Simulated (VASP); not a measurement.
Input of a VASP 6.6.1 run:

The input INCAR:

```
PREC     = Accurate       # precision mode
ENCUT    = 520            # plane-wave cutoff, eV
EDIFF    = 1E-6           # SCF threshold, eV
ISMEAR   = -1             # smearing method
SIGMA    = 0.08           # smearing width, eV
LREAL    = F              # projectors in reciprocal space
LASPH    = T              # aspherical terms in the spheres
NELM     = 60             # most SCF steps
ALGO     = Normal         # electronic algorithm
ISIF     = 2              # what is computed and relaxed
LWAVE    = F              # write WAVECAR
LCHARG   = F              # write CHGCAR
GGA      = PE             # functional
NBANDS   = 21             # bands
```

File KPOINTS:

```
Automatic mesh
0
Gamma
  10 10 10
```

Contents of POSCAR:

```
Sn
1.0
    0.0000000000      2.9269744139      2.9269744139
    2.9269744139      0.0000000000      2.9269744139
    2.9269744139      2.9269744139      0.0000000000
Sn
2
Direct
   -0.1250000000     -0.1250000000     -0.1250000000
    0.1250000000      0.1250000000      0.1250000000
```

Potentials or basis: VASP PAW PBE potentials, release 64 (Sn_d).

The run is started by

```bash
$ cat potpaw_PBE.64/Sn_d/POTCAR > POTCAR
$ mpirun -np 1 vasp_std > vasp.out
```

(1) Predict the pressure.

Answers

(1) 34.8 GPa.
